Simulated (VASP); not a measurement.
Here is a VASP 6.6.1 calculation.

Contents of INCAR:

```
ALGO = Normal ; EDIFF = 1E-6
ENCUT = 520 ; GGA = PE
ISIF = 2 ; ISMEAR = -1
LASPH = T ; LCHARG = F
LREAL = F ; LWAVE = F
NBANDS = 33 ; NELM = 60
PREC = Accurate ; SIGMA = 0.02
```

Contents of KPOINTS:

```
k-points
0
Gamma
  6 6 9
```

The input POSCAR:

```
TiO2
1.0
    4.5998373239      0.0000000000      0.0000000000
    0.0000000000      4.5998373239      0.0000000000
    0.0000000000      0.0000000000      2.9592135600
Ti O
2 4
Direct
    0.0000000000      0.0000000000      0.5000000000
    0.5000000000      0.5000000000      0.0000000000
    0.3043213200      0.3043213200      0.5000000000
    0.1956786800      0.8043213200      0.0000000000
    0.8043213200      0.1956786800      0.0000000000
    0.6956786800      0.6956786800      0.5000000000
```

Potentials or basis: VASP PAW PBE potentials, release 64 (Ti_sv, O).

Command:

```console
$ cat potpaw_PBE.64/Ti_sv/POTCAR potpaw_PBE.64/O/POTCAR > POTCAR
$ mpirun -np 1 vasp_std > vasp.out
```

Question: Estimate the pressure.

Answer: 4.9 GPa.

Question: Estimate the band gap on the k mesh.

Answer: 1.84 eV.

Question: What does it give for the largest force?

Answer: 0.021 eV/Å.

Stress tensor (GPa, compression positive):
```
5.10 0.00 0.00
0.00 5.10 0.00
0.00 0.00 4.58
```

Caveat: the cell stands under pressure; an odd mesh through Γ misses points on the zone boundary, where band edges can lie.
